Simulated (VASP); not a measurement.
Rh, 3 atoms in the cell. It takes space group P6/mmm (No. 191, hexagonal). The conventional cell has a = 4.299 Å, b = 4.299 Å, c = 2.639 Å, α = 90.00°, β = 90.00°, γ = 120.00°. Rh (site symmetry 6/mmm) has 14 Rh at 2.64 to 2.81 Å within 3.5 Å. Within 3.3 Å of Rh (site symmetry -6m2) lie 11 Rh at 2.48 to 2.81 Å. This isn't the form of Rh at room conditions, which is fcc.

* Program: VASP 6.6.1
* Task: single point
* Functional: revPBE
* Potentials or basis: VASP PAW PBE potentials, release 64 (Rh_pv)
* Cutoff: 520 eV
* k mesh: 10 × 10 × 13
* Occupations: fermi-dirac, width 0.1 eV
* Spin: no spin polarisation
* Dipole correction: no
* Further INCAR settings: ALGO = Normal; EDIFF = 1e-06; NBANDS = 30

Potentials or basis: VASP PAW PBE potentials, release 64 (Rh_pv).

Launch:

```bash
$ cat potpaw_PBE.64/Rh_pv/POTCAR > POTCAR
$ mpirun -np 1 vasp_std > vasp.out
```

Hardware: 1 thread of Intel Xeon 8259CL (shared host).

Question: Estimate the wall time of this run.

Answer: Run time: 110 s on 1 thread of Intel Xeon 8259CL, on a shared host, peak memory 0.22 GiB. Counts: scf iterations 12, k points 98.
